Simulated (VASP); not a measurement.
# GaPdC2N2 (P-1) in VASP: single point with PBE

Aim: the single point of GaPdC2N2 with PBE.

Program: VASP 6.6.1. These are calculated values, not measurements. Logs are shortened: lines on timing, memory, paths and dates and some standing lists are left out, and cuts for length are marked.

### 1 The cell of the first run

The typed cell holds 6 atoms: a = 3.608 Å, b = 3.846 Å, c = 9.209 Å, α = 81.54°, β = 83.79°, γ = 64.44°.

### 2 Single point, PBE

The input, INCAR:

```
ALGO = Normal ; EDIFF = 1E-6
ENCUT = 700 ; GGA = PE
GGA_COMPAT = False ; ISIF = 2
ISMEAR = 0 ; LASPH = True
LCHARG = True ; LELF = True
LREAL = False ; LVHAR = True
LWAVE = False ; NBANDS = 34
NELM = 120 ; PREC = Accurate
SIGMA = 0.1
```

The input, KPOINTS:

```
k-points
0
Gamma
  6 6 2
```

The input, POSCAR:

```
GaPdC2N2
1.0
    3.6079754100      0.0000000000      0.0000000000
    1.6596093000      3.4699649600      0.0000000000
    0.9953937700      1.0257847000      9.0970843000
Ga Pd C N
1 1 2 2
Direct
    0.0000000000      0.0000000000      0.0000000000
    0.5000000000      0.5000000000      0.5000000000
    0.1860282600      0.8139717400      0.8139717400
    0.8139717400      0.1860282600      0.1860282600
    0.3008241800      0.6991758200      0.6991758200
    0.6991758200      0.3008241800      0.3008241800
```

Potentials or basis: VASP PAW PBE potentials, release 64 (Ga_d, Pd_sv_GW, C, N).

Launch:

```sh
$ cat potpaw_PBE.64/Ga_d/POTCAR potpaw_PBE.64/Pd_sv_GW/POTCAR potpaw_PBE.64/C/POTCAR potpaw_PBE.64/N/POTCAR > POTCAR
$ mpirun -np 1 vasp_std > vasp.out
```

OUTCAR:

```text
EDIFF = 1E-6
   ENCUT = 700
   GGA = PE
   ISIF = 2
   ISMEAR = 0
   LASPH = True
   LREAL = False
   NELM = 120
   PREC = Accurate

 ion  position               nearest neighbor table
   1  0.000  0.000  0.000-   3 1.90   4 1.90
   2  0.500  0.500  0.500-   5 2.03   6 2.03
   3  0.186  0.814  0.814-   5 1.17   1 1.90
   4  0.814  0.186  0.186-   6 1.17   1 1.90
   5  0.301  0.699  0.699-   3 1.17   2 2.03
   6  0.699  0.301  0.301-   4 1.17   2 2.03

  LATTYP: Found a triclinic cell.
 ALAT       =     3.8464216945
 B/A-ratio  =     1.0346099404
 C/A-ratio  =     2.6890546505
 COS(alpha) =     0.0038246474
 COS(beta)  =     0.3913937602
 COS(gamma) =     0.5753657214

  Lattice vectors:

 A1 = (  -1.6596093000,  -3.4699649600,   0.0000000000)
 A2 = (   1.9483661100,  -3.4699649600,   0.0000000000)
 A3 = (  -4.2721909400,  -2.4441802600,   9.0970843000)

Analysis of symmetry for initial positions (statically):
=====================================================================
 Subroutine PRICEL returns:
 Original cell was already a primitive cell.

 Routine SETGRP: Setting up the symmetry group for a
 triclinic supercell.

 Subroutine GETGRP returns: Found  2 space group operations
 (whereof  2 operations were pure point group operations)
 out of a pool of  2 trial point group operations.

The static configuration has the point symmetry S_2 .

Analysis of symmetry for dynamics (positions and initial velocities):
=====================================================================
 Subroutine PRICEL returns:
 Original cell was already a primitive cell.

 Routine SETGRP: Setting up the symmetry group for a
 triclinic supercell.

 Subroutine GETGRP returns: Found  2 space group operations
 (whereof  2 operations were pure point group operations)
 out of a pool of  2 trial point group operations.

The dynamic configuration has the point symmetry S_2 .

 Subroutine INISYM returns: Found  2 space group operations
 (whereof  2 operations are pure point group operations),
 and found     1 'primitive' translations

----------------------------------------------------------------------------------------

                                     Primitive cell

[... 96 lines left out ...]
   ENCUT  =  700.0 eV  51.45 Ry    7.17 a.u.   7.78  8.30 19.87*2*pi/ulx,y,z
   NELM   =    120;   NELMIN=  2; NELMDL= -5     # of ELM steps
   EDIFF  = 0.1E-05   stopping-criterion for ELM
   LREAL  =      F    real-space projection
   EDIFFG = 0.1E-04   stopping-criterion for IOM
   NSW    =      0    number of steps for IOM
   IBRION =     -1    ionic relax: 0-MD 1-quasi-New 2-CG
   NFREE  =      0    steps in history (QN), initial steepest desc. (CG)
   ISIF   =      2    stress and relaxation
   ISYM   =      2    0-nonsym 1-usesym 2-fastsym
   POTIM  = 0.5000    time-step for ionic-motion
   TEBEG  =    0.0;   TEEND  =   0.0 temperature during run
   PSTRESS=    0.0 pullay stress
   NELECT =      49.0000    total number of electrons
   NUPDOWN=      -1.0000    fix difference up-down
   EMIN   =  10.00;   EMAX   =-10.00  energy-range for DOS
   EFERMI =   0.00;   METHOD = LEGACY
   ISMEAR =     0;   SIGMA  =   0.10  broadening in eV -4-tet -1-fermi 0-gaus
   EFERMI_NEDOS =   21; number of points for ismear=-14 and -15
   IALGO  =     38    algorithm
   IMIX   =      4    mixing-type and parameters
     AMIX     =   0.40;   BMIX     =  1.00
     AMIX_MAG =   1.60;   BMIX_MAG =  1.00
  volume/ion in A,a.u.               =      18.98       128.10
  Fermi-wavevector in a.u.,A,eV,Ry     =   1.235881  2.335476 20.781555  1.527401
  Thomas-Fermi vector in A             =   2.370512
   LORBIT       =      0    0 simple, 1 ext, 2 COOP (PROOUT), +10 PAW based schemes
   GGA     = PE    functional components
   LHFCALC =     F    Hartree Fock is set to
   AEXX    =    0.0000 exact exchange contribution
   IVDW    =     0    specifies the selected vdW correction
   LEPSILON=     F    determine dielectric tensor
   LRPA    =     F    only Hartree local field effects (RPA)
 non-spin polarized calculation
 Gauss-broadening in eV      SIGMA  =   0.10
  energy-cutoff  :      700.00
  volume of cell :      113.89
 maximum number of plane-waves:      4818
   NGX = 15   NGY = 17   NGZ = 39

 number of electron      49.0000009 magnetization

 Free energy of the ion-electron system (eV)
  ---------------------------------------------------
  ext. energy  EPLUGINS =         0.00000000
  ---------------------------------------------------
  free energy    TOTEN  =       -36.72336722 eV

  energy without entropy =      -36.70508807  energy(sigma->0) =      -36.71422765

 E-fermi :   1.5669     XC(G=0):  -8.6623

 val. band max:        1.5527298401   @ k =   0.0000   0.5000   0.0000
 cond. band min:       1.5732312167   @ k =  -0.3333   0.3333   0.5000
 fundamental gap:      0.0205013766
 Fermi energy:         1.5669338903

 k-point     1 :       0.0000    0.0000    0.0000
  band No.  band energies     occupation
      1     -81.8237      2.00000
      2     -48.0460      2.00000
      3     -47.3761      2.00000
      4     -47.2733      2.00000
      5     -17.4551      2.00000
      6     -17.3727      2.00000
[... 877 lines left out ...]
     33       7.9923      0.00000
     34       8.4635      0.00000

 [... further k-points ...]

------------------------ aborting loop because EDIFF is reached ----------------------------------------

  FORCE on cell =-STRESS in cart. coord.  units (eV):
  Direction    XX          YY          ZZ          XY          YZ          ZX
  --------------------------------------------------------------------------------------
  -------------------------------------------------------------------------------------
  Total       -3.2297843     -2.9362340     -2.7786025      0.3044899     -2.8868648      0.7043439
  in kB      -45.4352814    -41.3057363    -39.0882416      4.2834384    -40.6112307      9.9084219
  external PRESSURE =     -41.9430864 kB  Pullay stress =       0.0000000 kB

 VOLUME and BASIS-vectors are now :
 -----------------------------------------------------------------------------
  energy-cutoff  :      700.00
  volume of cell :      113.89
      direct lattice vectors                 reciprocal lattice vectors
     3.607975410  0.000000000  0.000000000     0.277163752 -0.132561436 -0.015379387
     1.659609300  3.469964960  0.000000000     0.000000000  0.288187348 -0.032495925
     0.995393770  1.025784700  9.097084300     0.000000000  0.000000000  0.109925331

 POSITION                                       TOTAL-FORCE (eV/Angst)
 -----------------------------------------------------------------------------------
      0.00000      0.00000      0.00000        -0.000000      0.000000      0.000000
      3.13149      2.24787      4.54854        -0.000000     -0.000000      0.000000
      2.83228      3.65941      7.40477        -0.198301      0.681623      1.364156
      3.43070      0.83634      1.69231         0.198301     -0.681623     -1.364156
      2.94168      3.14332      6.36046         0.190009     -0.770202     -1.777254
      3.32130      1.35243      2.73662        -0.190009      0.770202      1.777254
 -----------------------------------------------------------------------------------
    total drift:                                0.000000      0.000000     -0.000000

  FREE ENERGIE OF THE ION-ELECTRON SYSTEM (eV)
  ---------------------------------------------------
  free  energy   TOTEN  =       -36.7233672170 eV

  energy  without entropy=      -36.7050880733  energy(sigma->0) =      -36.71422765
```

OSZICAR:

```text
N       E                     dE             d eps       ncg     rms          rms(c)
DAV:   1     0.720289462470E+03    0.72029E+03   -0.28015E+04  3128   0.210E+03
DAV:   2     0.744792421883E+02   -0.64581E+03   -0.60523E+03  2944   0.745E+02
DAV:   3    -0.374203011786E+02   -0.11190E+03   -0.10684E+03  3872   0.237E+02
[... 11 lines left out ...]
DAV:  15    -0.367233459279E+02    0.12085E-04   -0.19657E-04  4458   0.143E-01    0.332E-02
DAV:  16    -0.367233919885E+02   -0.46061E-04   -0.91096E-05  4578   0.773E-02    0.407E-02
DAV:  17    -0.367233688267E+02    0.23162E-04   -0.49823E-05  4028   0.569E-02    0.131E-02
DAV:  18    -0.367233674800E+02    0.13467E-05   -0.30530E-06  2684   0.135E-02    0.551E-03
DAV:  19    -0.367233672170E+02    0.26305E-06   -0.68706E-07  1928   0.900E-03
   1 F= -.36723367E+02 E0= -.36714228E+02  d E =-.182791E-01
```

Wall time 3.4 min (1 thread of AMD EPYC 9R45 (Zen 5), shared host); peak memory 0.47 GiB.

What came out:

```
Free energy            : -36.7234 eV
Pressure               : -4.2 GPa
Largest force          : 1.946 eV/Å
Band gap on the k mesh : zero (an odd number of electrons rules out a gap without spin polarisation)
```

Forces on the atoms (eV/Å):
```
Ga   0.000  0.000  0.000
Pd   0.000  0.000  0.000
C   -0.198  0.682  1.364
C    0.198 -0.682 -1.364
N    0.190 -0.770 -1.777
N   -0.190  0.770  1.777
```

Caveat: the cell stands under tension; an odd number of electrons without spin polarisation forces a metal; a magnetic or distorted state may lie lower.

The gap in the log of VASP goes by the Fermi energy; the results here count the filled bands.